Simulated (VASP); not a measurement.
# CdS (Fm-3m) in VASP: further runs, part 2 of 2

VASP 6.6.1. Earlier steps stand in the parts before.

## 5. Single point, r2SCAN

File POSCAR:

```
CdS
1.0
    0.0000000000      2.7267765431      2.7267765431
    2.7267765431      0.0000000000      2.7267765431
    2.7267765431      2.7267765431      0.0000000000
Cd S
1 1
Direct
    0.0000000000      0.0000000000      0.0000000000
    0.5000000000      0.5000000000      0.5000000000
```

File INCAR.step1:

```
ALGO = Normal ; EDIFF = 1E-4
ENCUT = 520 ; GGA = PE
ISMEAR = 0 ; LASPH = T
LCHARG = F ; LREAL = F
LWAVE = T ; NBANDS = 16
NELM = 60 ; PREC = Accurate
SIGMA = 0.01
```

File INCAR.step2:

```
ALGO = Normal ; EDIFF = 1E-7
ENCUT = 520 ; ISIF = 2
ISMEAR = 0 ; ISTART = 1
LASPH = T ; LCHARG = F
LMIXTAU = T ; LREAL = F
LWAVE = F ; METAGGA = R2SCAN
NBANDS = 16 ; NELM = 60
PREC = Accurate ; SIGMA = 0.01
```

File KPOINTS:

```
k-points
0
Gamma
  6 6 6
```

Potentials or basis: VASP PAW PBE potentials, release 64 (Cd, S).

Launch:

```console
cat potpaw_PBE.64/Cd/POTCAR potpaw_PBE.64/S/POTCAR > POTCAR
cp INCAR.step1 INCAR
mpirun -np 1 vasp_std > vasp.out
cp INCAR.step2 INCAR
mpirun -np 1 vasp_std > vasp.out
```

OUTCAR:

```text
EDIFF = 1E-7
   ENCUT = 520
   ISIF = 2
   ISMEAR = 0
   ISTART = 1
   LASPH = T
   LREAL = F
   METAGGA = R2SCAN
   NELM = 60
   PREC = Accurate

 ion  position               nearest neighbor table
   1  0.000  0.000  0.000-   2 2.73   2 2.73   2 2.73   2 2.73   2 2.73   2 2.73
   2  0.500  0.500  0.500-   1 2.73   1 2.73   1 2.73   1 2.73   1 2.73   1 2.73

  LATTYP: Found a face centered cubic cell.
 ALAT       =     5.4535530862

  Lattice vectors:

 A1 = (   0.0000000000,   2.7267765431,   2.7267765431)
 A2 = (   2.7267765431,   0.0000000000,   2.7267765431)
 A3 = (   2.7267765431,   2.7267765431,   0.0000000000)

Analysis of symmetry for initial positions (statically):
=====================================================================
 Subroutine PRICEL returns:
 Original cell was already a primitive cell.

 Routine SETGRP: Setting up the symmetry group for a
 face centered cubic supercell.

 Subroutine GETGRP returns: Found 48 space group operations
 (whereof 48 operations were pure point group operations)
 out of a pool of 48 trial point group operations.

The static configuration has the point symmetry O_h .

Analysis of symmetry for dynamics (positions and initial velocities):
=====================================================================
 Subroutine PRICEL returns:
 Original cell was already a primitive cell.

 Routine SETGRP: Setting up the symmetry group for a
 face centered cubic supercell.

 Subroutine GETGRP returns: Found 48 space group operations
 (whereof 48 operations were pure point group operations)
 out of a pool of 48 trial point group operations.

The dynamic configuration has the point symmetry O_h .

 Subroutine INISYM returns: Found 48 space group operations
 (whereof 48 operations are pure point group operations),
 and found     1 'primitive' translations

----------------------------------------------------------------------------------------

                                     Primitive cell

  volume of cell :      40.5489

  direct lattice vectors                    reciprocal lattice vectors
     0.000000000  2.726776543  2.726776543    -0.183366694  0.183366694  0.183366694
     2.726776543  0.000000000  2.726776543     0.183366694 -0.183366694  0.183366694
     2.726776543  2.726776543  0.000000000     0.183366694  0.183366694 -0.183366694

  length of vectors
     3.856244369  3.856244369  3.856244369     0.317600430  0.317600430  0.317600430

  position of ions in fractional coordinates (direct lattice)
     0.000000000  0.000000000  0.000000000
     0.500000000  0.500000000  0.500000000

  ion indices of the primitive-cell ions
   primitive index   ion index
                 1           1
                 2           2

----------------------------------------------------------------------------------------

 KPOINTS: k-points

Automatic generation of k-mesh.
 Grid dimensions read from file:
 generate k-points for:    6    6    6

 Generating k-lattice:

  Cartesian coordinates                     Fractional coordinates (reciprocal lattice)
    -0.030561116  0.030561116  0.030561116     0.166666667  0.000000000  0.000000000
     0.030561116 -0.030561116  0.030561116     0.000000000  0.166666667  0.000000000
     0.030561116  0.030561116 -0.030561116     0.000000000  0.000000000  0.166666667

  Length of vectors
     0.052933405  0.052933405  0.052933405

  Shift w.r.t. Gamma in fractional coordinates (k-lattice)
     0.000000000  0.000000000  0.000000000

 Subroutine IBZKPT returns following result:
 ===========================================

 Found     16 irreducible k-points:

 Following reciprocal coordinates:
            Coordinates               Weight
  0.000000  0.000000  0.000000      1.000000
  0.166667  0.000000  0.000000      8.000000
  0.333333  0.000000  0.000000      8.000000
  0.500000  0.000000  0.000000      4.000000
  0.166667  0.166667  0.000000      6.000000
  0.333333  0.166667  0.000000     24.000000
[... 8 lines left out ...]
 -0.333333  0.333333  0.166667     24.000000
 -0.333333  0.500000  0.166667     12.000000
   k-points           NKPTS =     16   k-points in BZ     NKDIM =     16   number of bands    NBANDS=     16
   number of dos      NEDOS =    301   number of ions     NIONS =      2
   total plane-waves  NPLWV =  27000
   dimension x,y,z NGX =    30 NGY =   30 NGZ =   30
   dimension x,y,z NGXF=    60 NGYF=   60 NGZF=   60
   ions per type =               1   1
   NGX,Y,Z   is equivalent  to a cutoff of  12.93, 12.93, 12.93 a.u.
   NGXF,Y,Z  is equivalent  to a cutoff of  25.87, 25.87, 25.87 a.u.
 SYSTEM =  unknown system
   PREC   = accura    normal or accurate (medium, high low for compatibility)
   ISTART =      1    job   : 0-new  1-cont  2-samecut
   ICHARG =      0    charge: 1-file 2-atom 10-const
   ISPIN  =      1    spin polarized calculation?
   LNONCOLLINEAR =      F non collinear calculations
   LSORBIT =      F    spin-orbit coupling
   LASPH  =      T    aspherical Exc in radial PAW
   ENCUT  =  520.0 eV  38.22 Ry    6.18 a.u.   7.17  7.17  7.17*2*pi/ulx,y,z
   NELM   =     60;   NELMIN=  2; NELMDL=  0     # of ELM steps
   EDIFF  = 0.1E-06   stopping-criterion for ELM
   LREAL  =      F    real-space projection
   EDIFFG = 0.1E-05   stopping-criterion for IOM
   NSW    =      0    number of steps for IOM
   IBRION =     -1    ionic relax: 0-MD 1-quasi-New 2-CG
   NFREE  =      0    steps in history (QN), initial steepest desc. (CG)
   ISIF   =      2    stress and relaxation
   ISYM   =      2    0-nonsym 1-usesym 2-fastsym
   POTIM  = 0.5000    time-step for ionic-motion
   TEBEG  =    0.0;   TEEND  =   0.0 temperature during run
   PSTRESS=    0.0 pullay stress
   NELECT =      18.0000    total number of electrons
   NUPDOWN=      -1.0000    fix difference up-down
   EMIN   =  10.00;   EMAX   =-10.00  energy-range for DOS
   EFERMI =   0.00;   METHOD = LEGACY
   ISMEAR =     0;   SIGMA  =   0.01  broadening in eV -4-tet -1-fermi 0-gaus
   EFERMI_NEDOS =   21; number of points for ismear=-14 and -15
   IALGO  =     38    algorithm
   IMIX   =      4    mixing-type and parameters
     AMIX     =   0.40;   BMIX     =  1.00
     AMIX_MAG =   1.60;   BMIX_MAG =  1.00
  volume/ion in A,a.u.               =      20.27       136.82
  Fermi-wavevector in a.u.,A,eV,Ry     =   1.248838  2.359962 21.219598  1.559596
  Thomas-Fermi vector in A             =   2.382906
   LORBIT       =      0    0 simple, 1 ext, 2 COOP (PROOUT), +10 PAW based schemes
   METAGGA = R2SCAN    functional components
   LHFCALC =     F    Hartree Fock is set to
   AEXX    =    0.0000 exact exchange contribution
   IVDW    =     0    specifies the selected vdW correction
   LEPSILON=     F    determine dielectric tensor
   LRPA    =     F    only Hartree local field effects (RPA)
 non-spin polarized calculation
 Gauss-broadening in eV      SIGMA  =   0.01
  energy-cutoff  :      520.00
  volume of cell :       40.55
 maximum number of plane-waves:      1113
 NGX is ok and might be reduce to    30
   NGX = 15   NGY = 15   NGZ = 15

 number of electron      18.0000003 magnetization

 Free energy of the ion-electron system (eV)
  ---------------------------------------------------
  ext. energy  EPLUGINS =         0.00000000
  ---------------------------------------------------
  free energy    TOTEN  =       -29.51971941 eV

  energy without entropy =      -29.51971941  energy(sigma->0) =      -29.51971941

 E-fermi :   2.8344     XC(G=0): -11.0037

 val. band max:        2.7543392207   @ k =   0.5000   0.0000   0.0000
 cond. band min:       3.4856445229   @ k =   0.5000   0.5000   0.0000
 fundamental gap:      0.7313053021
 Fermi energy:         2.8344138784

 k-point     1 :       0.0000    0.0000    0.0000
  band No.  band energies     occupation
      1     -10.5859      2.00000
      2      -5.1095      2.00000
      3      -5.1095      2.00000
      4      -5.1090      2.00000
      5      -5.1090      2.00000
      6      -5.1090      2.00000
[... 8 lines left out ...]
     15      15.1446      0.00000
     16      15.1446      0.00000
[... 267 lines left out ...]
 k-point    16 :      -0.3333    0.5000    0.1667
  band No.  band energies     occupation
      1      -9.5513      2.00000
      2      -5.1958      2.00000
      3      -5.1899      2.00000
      4      -4.9912      2.00000
      5      -4.8365      2.00000
      6      -4.2621      2.00000
[... 8 lines left out ...]
     15      17.4631      0.00000
     16      18.0969      0.00000

------------------------ aborting loop because EDIFF is reached ----------------------------------------

  FORCE on cell =-STRESS in cart. coord.  units (eV):
  Direction    XX          YY          ZZ          XY          YZ          ZX
  --------------------------------------------------------------------------------------
  -------------------------------------------------------------------------------------
  Total        0.1275319      0.1275319      0.1275319      0.0000000      0.0000000      0.0000000
  in kB        5.0390745      5.0390745      5.0390745      0.0000000      0.0000000      0.0000000
  external PRESSURE =       5.0390745 kB  Pullay stress =       0.0000000 kB

 VOLUME and BASIS-vectors are now :
 -----------------------------------------------------------------------------
  energy-cutoff  :      520.00
  volume of cell :       40.55
      direct lattice vectors                 reciprocal lattice vectors
     0.000000000  2.726776543  2.726776543    -0.183366694  0.183366694  0.183366694
     2.726776543  0.000000000  2.726776543     0.183366694 -0.183366694  0.183366694
     2.726776543  2.726776543  0.000000000     0.183366694  0.183366694 -0.183366694

 POSITION                                       TOTAL-FORCE (eV/Angst)
 -----------------------------------------------------------------------------------
      0.00000      0.00000      0.00000         0.000000     -0.000000     -0.000000
      2.72678      2.72678      2.72678         0.000000      0.000000      0.000000
 -----------------------------------------------------------------------------------
    total drift:                               -0.000000      0.000000      0.000000

  FREE ENERGIE OF THE ION-ELECTRON SYSTEM (eV)
  ---------------------------------------------------
  free  energy   TOTEN  =       -29.5197194127 eV

  energy  without entropy=      -29.5197194127  energy(sigma->0) =      -29.51971941
```

Run time: 89 s. Hardware: 1 thread of Intel Xeon Platinum 8488C (Sapphire Rapids), shared host; peak memory 0.17 GiB.

Results:

* Free energy: -29.5197 eV
* Pressure: 0.5 GPa
* Band gap on the k mesh: 0.73 eV, indirect (least direct gap 2.35 eV)

Caveat: the PAW data sets were made with another functional, which shifts forces and pressure a little.
